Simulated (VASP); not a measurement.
A run of VASP 6.6.1:

The input INCAR:

```
PREC = Accurate
ENCUT = 600
EDIFF = 1E-6
ISMEAR = 0
SIGMA = 0.1
LREAL = False
LASPH = True
NELM = 120
ALGO = Normal
ISIF = 2
LWAVE = False
LCHARG = False
GGA = PE
NBANDS = 20
GGA_COMPAT = False
```

The input KPOINTS:

```
Automatic mesh
0
Gamma
  6 6 6
```

The input POSCAR:

```
CdF2
1.0
    0.0000000000      2.7000000000      2.7000000000
    2.7000000000      0.0000000000      2.7000000000
    2.7000000000      2.7000000000      0.0000000000
Cd F
1 2
Direct
    0.0000000000      0.0000000000      0.0000000000
    0.2500000000      0.2500000000      0.2500000000
    0.7500000000      0.7500000000      0.7500000000
```

Potentials or basis: VASP PAW PBE potentials, release 64 (Cd, F).

The run is started by

```console
$ cat potpaw_PBE.64/Cd/POTCAR potpaw_PBE.64/F/POTCAR > POTCAR
$ mpirun -np 1 vasp_std > vasp.out
```

Hardware: 1 thread of Intel Xeon 8259CL (shared host).

Task: Estimate the wall time of this run.

Result: Wall time 25 s on 1 thread of Intel Xeon 8259CL (shared host), peak memory 0.17 GiB. Counts: scf iterations 14, k points 16.
